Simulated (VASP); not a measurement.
Set up this calculation in VASP 6.6.1, as the native input.

```
Task                   : relaxation of cell and atoms
Functional             : PBEsol
Potentials or basis    : VASP PAW PBE potentials, release 64 (Cd, Se)
Cutoff                 : 500 eV
k mesh                 : 12 × 12 × 12
Occupations            : gaussian, width 0.02 eV
Spin                   : no spin polarisation
Dipole correction      : no
Further INCAR settings : ALGO = Normal; EDIFF = 1e-07; IBRION = 2; EDIFFG = -0.01; NSW = 100; ISIF = 3
```

The structure of CdSe lies in POSCAR:

```
CdSe
1.0
   -2.1998508682      2.1998508682      3.0769876521
    2.1998508682     -2.1998508682      3.0769876521
    2.1998508682      2.1998508682     -3.0769876521
Cd Se
1 1
Direct
    0.0000000000      0.0000000000      0.0000000000
    0.2500000000      0.7500000000      0.5000000000
```

One way to write it, as run:

INCAR

```
SYSTEM = CdSe
PREC = Accurate
ENCUT = 500
EDIFF = 1E-7
ISMEAR = 0
SIGMA = 0.02
LREAL = .FALSE.
LASPH = .TRUE.
NELM = 120
ALGO = Normal
ISIF = 3
LWAVE = .FALSE.
LCHARG = .FALSE.
GGA = PS
IBRION = 2
NSW = 100
EDIFFG = -0.01
GGA_COMPAT = .FALSE.
NELMIN = 4
```

KPOINTS

```
regular mesh
0
G
  12 12 12
  0 0 0
```

Potentials or basis: VASP PAW PBE potentials, release 64 (Cd, Se).

Command:

```console
$ cat potpaw_PBE.64/Cd/POTCAR potpaw_PBE.64/Se/POTCAR > POTCAR
$ mpirun -np 1 vasp_std > vasp.out
```

It gave:

| Quantity | Value |
| --- | --- |
| Relaxed volume | 28.32 Å³/atom |
| Relaxed cell | a = 4.308 Å, b = 4.308 Å, c = 4.308 Å, α = 119.86°, β = 119.86°, γ = 90.24° |
| Space group after relaxing (to 0.1 Å) | F-43m (No. 216) |
| Energy gained by relaxing | 11.6 meV/atom |
| Ionic steps | 6 |
| Pressure after relaxing | 0.0 GPa |
| Band gap on the k mesh | 0.46 eV |

Caveat: semilocal functionals underestimate gaps, and a narrow one can read as zero; the PAW data sets were made with another functional, which shifts forces and pressure a little.

Run time: 9.9 min on 1 thread of Oxide Virtual Turin-like Processor, on a shared host, peak memory 0.25 GiB.
